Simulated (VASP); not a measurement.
# Be (P6_3/mmc) in VASP: notebook

Runs on Be. Level: PBE. Tasks: single point, relaxation of shape and atoms at fixed volume.

Program: VASP 6.6.1. These are calculated values, not measurements. Logs are shortened: lines on timing, memory, paths and dates and some standing lists are left out, and cuts for length are marked.

**1. The cell of the first run**

It takes space group P6_3/mmc (No. 194, hexagonal). Conventional cell: a = 2.332 Å, b = 2.332 Å, c = 3.660 Å, α = 90.00°, β = 90.00°, γ = 120.00°. Within 3.0 Å of Be (site symmetry -6m2) lie 12 Be at 2.27 to 2.33 Å.

**2. Single point, PBE (8.62 Å³/atom)**

Contents of INCAR:

```
SYSTEM = Be
PREC = Accurate ; ENCUT = 520
EDIFF = 1E-7 ; ISMEAR = 0
SIGMA = 0.1 ; LREAL = .FALSE.
LASPH = .TRUE. ; NELM = 80
ALGO = Normal ; ISIF = 2
LWAVE = .FALSE. ; LCHARG = .FALSE.
GGA = PE ; NBANDS = 9
```

Contents of KPOINTS:

```
regular mesh
0
G
  21 21 12
  0 0 0
```

Contents of POSCAR:

```
Be
1.0
    2.3321463050      0.0000000000      0.0000000000
   -1.1660731525      2.0196979455      0.0000000000
    0.0000000000      0.0000000000      3.6596490170
Be
2
Direct
    0.3333333333      0.6666666667      0.2500000000
    0.6666666667      0.3333333333      0.7500000000
```

Potentials or basis: VASP PAW PBE potentials, release 64 (Be).

Run with:

```console
> cat potpaw_PBE.64/Be/POTCAR > POTCAR
> mpirun -np 1 vasp_std > vasp.out
```

OUTCAR:

```text
SYSTEM = Be
   PREC = Accurate
   ENCUT = 520
   EDIFF = 1E-7
   ISMEAR = 0
   LREAL = .FALSE.
   LASPH = .TRUE.
   NELM = 80
   ISIF = 2
   GGA = PE

 ion  position               nearest neighbor table
   1  0.333  0.667  0.250-   2 2.27   2 2.27   2 2.27   2 2.27   2 2.27   2 2.27
   2  0.667  0.333  0.750-   1 2.27   1 2.27   1 2.27   1 2.27   1 2.27   1 2.27

  LATTYP: Found a hexagonal cell.
 ALAT       =     2.3321463050
 C/A-ratio  =     1.5692193106

  Lattice vectors:

 A1 = (   2.3321463050,   0.0000000000,   0.0000000000)
 A2 = (  -1.1660731525,   2.0196979455,   0.0000000000)
 A3 = (   0.0000000000,   0.0000000000,   3.6596490170)

Analysis of symmetry for initial positions (statically):
=====================================================================
 Subroutine PRICEL returns:
 Original cell was already a primitive cell.

 Routine SETGRP: Setting up the symmetry group for a
 hexagonal supercell.

 Subroutine GETGRP returns: Found 24 space group operations
 (whereof 12 operations were pure point group operations)
 out of a pool of 24 trial point group operations.

The static configuration has the point symmetry D_3d.
 The point group associated with its full space group is D_6h.

Analysis of symmetry for dynamics (positions and initial velocities):
=====================================================================
 Subroutine PRICEL returns:
 Original cell was already a primitive cell.

 Routine SETGRP: Setting up the symmetry group for a
 hexagonal supercell.

 Subroutine GETGRP returns: Found 24 space group operations
 (whereof 12 operations were pure point group operations)
 out of a pool of 24 trial point group operations.

The dynamic configuration has the point symmetry D_3d.
 The point group associated with its full space group is D_6h.

 Subroutine INISYM returns: Found 24 space group operations
 (whereof 12 operations are pure point group operations),
 and found     1 'primitive' translations

----------------------------------------------------------------------------------------

                                     Primitive cell

  volume of cell :      17.2378

  direct lattice vectors                    reciprocal lattice vectors
     2.332146305  0.000000000  0.000000000     0.428789565  0.247561771  0.000000000
    -1.166073153  2.019697945  0.000000000     0.000000000  0.495123542  0.000000000
     0.000000000  0.000000000  3.659649017     0.000000000  0.000000000  0.273250248

  length of vectors
     2.332146305  2.332146305  3.659649017     0.495123542  0.495123542  0.273250248

  position of ions in fractional coordinates (direct lattice)
     0.333333333  0.666666667  0.250000000
     0.666666667  0.333333333  0.750000000

  ion indices of the primitive-cell ions
   primitive index   ion index
                 1           1
                 2           2

----------------------------------------------------------------------------------------

 KPOINTS: regular mesh

Automatic generation of k-mesh.
 Grid dimensions read from file:
 generate k-points for:   21   21   12

 Generating k-lattice:

  Cartesian coordinates                     Fractional coordinates (reciprocal lattice)
     0.020418551  0.011788656  0.000000000     0.047619048 -0.000000000  0.000000000
     0.000000000  0.023577312  0.000000000     0.000000000  0.047619048  0.000000000
     0.000000000  0.000000000  0.022770854     0.000000000  0.000000000  0.083333333

  Length of vectors
     0.023577312  0.023577312  0.022770854

  Shift w.r.t. Gamma in fractional coordinates (k-lattice)
     0.000000000  0.000000000  0.000000000

 Subroutine IBZKPT returns following result:
 ===========================================

 Found    336 irreducible k-points:

 Following reciprocal coordinates:
            Coordinates               Weight
  0.000000  0.000000  0.000000      1.000000
  0.047619  0.000000  0.000000      6.000000
  0.095238  0.000000  0.000000      6.000000
  0.142857  0.000000  0.000000      6.000000
  0.190476  0.000000  0.000000      6.000000
  0.238095  0.000000  0.000000      6.000000
[... 16 lines left out ...]
  0.142857  0.095238  0.000000     12.000000
  0.190476  0.095238  0.000000     12.000000
 [... further k-points ...]
   k-points           NKPTS =    336   k-points in BZ     NKDIM =    336   number of bands    NBANDS=      9
   number of dos      NEDOS =    301   number of ions     NIONS =      2
   total plane-waves  NPLWV =   9072
   dimension x,y,z NGX =    18 NGY =   18 NGZ =   28
   dimension x,y,z NGXF=    36 NGYF=   36 NGZF=   56
   ions per type =               2
   NGX,Y,Z   is equivalent  to a cutoff of  12.83, 12.83, 12.72 a.u.
   NGXF,Y,Z  is equivalent  to a cutoff of  25.66, 25.66, 25.44 a.u.
 SYSTEM =  Be
   PREC   = accura    normal or accurate (medium, high low for compatibility)
   ISTART =      0    job   : 0-new  1-cont  2-samecut
   ICHARG =      2    charge: 1-file 2-atom 10-const
   ISPIN  =      1    spin polarized calculation?
   LNONCOLLINEAR =      F non collinear calculations
   LSORBIT =      F    spin-orbit coupling
   LASPH  =      T    aspherical Exc in radial PAW
   ENCUT  =  520.0 eV  38.22 Ry    6.18 a.u.   4.34  4.34  6.80*2*pi/ulx,y,z
   NELM   =     80;   NELMIN=  2; NELMDL= -5     # of ELM steps
   EDIFF  = 0.1E-06   stopping-criterion for ELM
   LREAL  =      F    real-space projection
   EDIFFG = 0.1E-05   stopping-criterion for IOM
   NSW    =      0    number of steps for IOM
   IBRION =     -1    ionic relax: 0-MD 1-quasi-New 2-CG
   NFREE  =      0    steps in history (QN), initial steepest desc. (CG)
   ISIF   =      2    stress and relaxation
   ISYM   =      2    0-nonsym 1-usesym 2-fastsym
   POTIM  = 0.5000    time-step for ionic-motion
   TEBEG  =    0.0;   TEEND  =   0.0 temperature during run
   PSTRESS=    0.0 pullay stress
   NELECT =       4.0000    total number of electrons
   NUPDOWN=      -1.0000    fix difference up-down
   EMIN   =  10.00;   EMAX   =-10.00  energy-range for DOS
   EFERMI =   0.00;   METHOD = LEGACY
   ISMEAR =     0;   SIGMA  =   0.10  broadening in eV -4-tet -1-fermi 0-gaus
   EFERMI_NEDOS =   21; number of points for ismear=-14 and -15
   IALGO  =     38    algorithm
   IMIX   =      4    mixing-type and parameters
     AMIX     =   0.40;   BMIX     =  1.00
     AMIX_MAG =   1.60;   BMIX_MAG =  1.00
  volume/ion in A,a.u.               =       8.62        58.16
  Fermi-wavevector in a.u.,A,eV,Ry     =   1.006007  1.901077 13.769774  1.012050
  Thomas-Fermi vector in A             =   2.138722
   LORBIT       =      0    0 simple, 1 ext, 2 COOP (PROOUT), +10 PAW based schemes
   GGA     = PE    functional components
   LHFCALC =     F    Hartree Fock is set to
   AEXX    =    0.0000 exact exchange contribution
   IVDW    =     0    specifies the selected vdW correction
   LEPSILON=     F    determine dielectric tensor
   LRPA    =     F    only Hartree local field effects (RPA)
 non-spin polarized calculation
 Gauss-broadening in eV      SIGMA  =   0.10
  energy-cutoff  :      520.00
  volume of cell :       17.24
 maximum number of plane-waves:       494
 NGX is ok and might be reduce to    18
   NGX =  9   NGY =  9   NGZ = 13

 number of electron       4.0000000 magnetization

 Free energy of the ion-electron system (eV)
  ---------------------------------------------------
  ext. energy  EPLUGINS =         0.00000000
  ---------------------------------------------------
  free energy    TOTEN  =        -7.48836691 eV

  energy without entropy =       -7.48667867  energy(sigma->0) =       -7.48752279

 E-fermi :   6.3732     XC(G=0): -10.3253

 val. band max:        6.3716240035   @ k =   0.3333   0.2857   0.0000
 cond. band min:       6.3925957883   @ k =   0.2857   0.2857   0.0000
 fundamental gap:      0.0209717848
 Fermi energy:         6.3731767422

 k-point     1 :       0.0000    0.0000    0.0000
  band No.  band energies     occupation
      1      -4.5410      2.00000
      2       2.2274      2.00000
      3       7.2294      0.00000
      4      21.2151      0.00000
      5      21.2151      0.00000
      6      23.9104      0.00000
      7      23.9104      0.00000
      8      25.9086      0.00000
      9      32.0093      0.00000

 k-point     2 :       0.0476    0.0000    0.0000
  band No.  band energies     occupation
      1      -4.4780      2.00000
      2       2.3077      2.00000
      3       7.2527      0.00000
      4      20.7007      0.00000
      5      20.8287      0.00000
      6      23.9089      0.00000
      7      24.1168      0.00000
      8      25.7937      0.00000
      9      30.8387      0.00000

 k-point     3 :       0.0952    0.0000    0.0000
  band No.  band energies     occupation
      1      -4.2891      2.00000
      2       2.5483      2.00000
      3       7.3196      0.00000
      4      19.3865      0.00000
      5      19.9921      0.00000
      6      23.8565      0.00000
      7      24.3910      0.00000
      8      25.4092      0.00000
      9      29.1457      0.00000

 k-point     4 :       0.1429    0.0000    0.0000
  band No.  band energies     occupation
      1      -3.9740      2.00000
      2       2.9487      2.00000
      3       7.4193      0.00000
      4      17.6683      0.00000
      5      19.0481      0.00000
      6      23.6745      0.00000
      7      24.4023      0.00000
      8      24.6479      0.00000
      9      27.3684      0.00000

 k-point     5 :       0.1905    0.0000    0.0000
  band No.  band energies     occupation
      1      -3.5328      2.00000
      2       3.5078      2.00000
      3       7.5236      0.00000
      4      15.8489      0.00000
      5      18.1341      0.00000
      6      23.1827      0.00000
      7      23.4096      0.00000
      8      24.1440      0.00000
      9      25.8586      0.00000

 k-point     6 :       0.2381    0.0000    0.0000
  band No.  band energies     occupation
      1      -2.9659      2.00000
      2       4.2234      2.00000
      3       7.5646      0.00000
      4      14.1514      0.00000
      5      17.3072      0.00000
      6      21.7404      0.00000
      7      22.0980      0.00000
      8      23.7369      0.00000
      9      25.0110      0.00000
[... 169 lines left out ...]
 k-point    21 :       0.4762    0.0476    0.0000
  band No.  band energies     occupation
      1       1.6875      2.00000
      2       3.3160      2.00000
      3       9.8342      0.00000
      4      12.5832      0.00000
      5      12.5874      0.00000
      6      13.9775      0.00000
      7      16.6432      0.00000
      8      22.0362      0.00000
      9      24.8387      0.00000

 k-point    22 :       0.0952    0.0952    0.0000
  band No.  band energies     occupation
      1      -3.7847      2.00000
      2       3.1886      2.00000
      3       7.4789      0.00000
      4      17.3396      0.00000
      5      17.8151      0.00000
      6      23.7166      0.00000
      7      24.0411      0.00000
      8      24.2330      0.00000
      9      28.1169      0.00000

 k-point    23 :       0.1429    0.0952    0.0000
  band No.  band energies     occupation
      1      -3.3431      2.00000
      2       3.7469      2.00000
      3       7.5866      0.00000
      4      15.6543      0.00000
      5      16.8572      0.00000
      6      23.1082      0.00000
      7      23.1818      0.00000
      8      23.5542      0.00000
      9      27.4619      0.00000

 k-point    24 :       0.1905    0.0952    0.0000
  band No.  band energies     occupation
      1      -2.7753      2.00000
      2       4.4616      2.00000
      3       7.6491      0.00000
      4      13.9467      0.00000
      5      16.0353      0.00000
      6      21.6081      0.00000
      7      22.1582      0.00000
      8      23.1072      0.00000
      9      26.8154      0.00000

 [... further k-points ...]

------------------------ aborting loop because EDIFF is reached ----------------------------------------

  FORCE on cell =-STRESS in cart. coord.  units (eV):
  Direction    XX          YY          ZZ          XY          YZ          ZX
  --------------------------------------------------------------------------------------
  -------------------------------------------------------------------------------------
  Total       -0.9739155     -0.9739155     -0.9737429      0.0000000      0.0000000      0.0000000
  in kB      -90.5211798    -90.5211798    -90.5051417      0.0000000      0.0000000      0.0000000
  external PRESSURE =     -90.5158338 kB  Pullay stress =       0.0000000 kB

 VOLUME and BASIS-vectors are now :
 -----------------------------------------------------------------------------
  energy-cutoff  :      520.00
  volume of cell :       17.24
      direct lattice vectors                 reciprocal lattice vectors
     2.332146305  0.000000000  0.000000000     0.428789565  0.247561771  0.000000000
    -1.166073153  2.019697945  0.000000000     0.000000000  0.495123542  0.000000000
     0.000000000  0.000000000  3.659649017     0.000000000  0.000000000  0.273250248

 POSITION                                       TOTAL-FORCE (eV/Angst)
 -----------------------------------------------------------------------------------
     -0.00000      1.34647      0.91491        -0.000000      0.000000      0.000000
      1.16607      0.67323      2.74474         0.000000     -0.000000      0.000000
 -----------------------------------------------------------------------------------
    total drift:                                0.000000     -0.000000      0.000000

  FREE ENERGIE OF THE ION-ELECTRON SYSTEM (eV)
  ---------------------------------------------------
  free  energy   TOTEN  =        -7.4883669059 eV

  energy  without entropy=       -7.4866786653  energy(sigma->0) =       -7.48752279
```

Wall time 15 s (1 thread of Intel Xeon 6975P-C (Granite Rapids), shared host); peak memory 0.15 GiB.

What came out:

| Item | Value |
| --- | --- |
| Free energy | -7.4884 eV |
| Pressure | -9.1 GPa |
| Band gap on the k mesh | zero (bands 2 and 3 overlap by 2.01 eV) |

Levels at points of the mesh, in eV from the Fermi level:
```tsv
k point	band 1	band 2	band 3	band 4	band 5	band 6	band 7
(0.00, 0.00, 0.00)	-10.91	-4.15	0.86	14.84	14.84	17.54	17.54
(0.00, 0.00, 0.50)	-8.81	-8.81	10.08	10.08	16.38	16.38	16.38
```

Caveat: the cell stands under tension.

**3. Relaxation of shape and atoms at fixed volume, PBE (7.20 Å³/atom)**

This run uses another cell than the first one, of 7.20 Å³/atom.

Contents of INCAR:

```
  ALGO = Fast
  EDIFF = 1E-6
  EDIFFG = -0.01
  ENCUT = 600
  GGA = PE
  IBRION = 2
  ISIF = 4
  ISMEAR = 0
  LASPH = True
  LCHARG = False
  LREAL = False
  LWAVE = False
  NELM = 80
  NSW = 50
  PREC = Accurate
  SIGMA = 0.1
```

Contents of KPOINTS:

```
k-points
0
Gamma
  21 21 12
```

Contents of POSCAR:

```
Be
1.0
    2.1908184529      0.0000000000      0.0000000000
   -1.0954092264      1.8973044353      0.0000000000
    0.0000000000      0.0000000000      3.4622078260
Be
2
Direct
    0.3333333333      0.6666666667      0.2500000000
    0.6666666667      0.3333333333      0.7500000000
```

Potentials or basis: VASP PAW PBE potentials, release 64 (Be).

Run with:

```console
> cat potpaw_PBE.64/Be/POTCAR > POTCAR
> mpirun -np 1 vasp_std > vasp.out
```

Run time: 12 s. Hardware: 1 thread of Intel Xeon 6975P-C (Granite Rapids), shared host; peak memory 0.15 GiB.

Results (log left out):

* Free energy: -7.4729 eV
* Energy gained by relaxing: 0.0 meV/atom
* Ionic steps: 2
* Pressure after relaxing: 13.7 GPa
* Band gap on the k mesh: zero (bands 2 and 3 overlap by 2.18 eV)

Final structure:
```
Be
1.0
     2.18970    0.00000    0.00000
    -1.09485    1.89633    0.00000
     0.00000    0.00000    3.46575
Be
2
Direct
  0.33333 0.66667 0.25000
  0.66667 0.33333 0.75000
```

Levels at points of the mesh, in eV from the Fermi level:
| k point | band 1 | band 2 | band 3 | band 4 | band 5 |
| --- | --- | --- | --- | --- | --- |
| (0.00, 0.00, 0.00) | -11.92 | -4.89 | 1.31 | 17.28 | 17.28 |
| (0.00, 0.00, 0.50) | -9.70 | -9.70 | 11.31 | 11.31 | 19.05 |
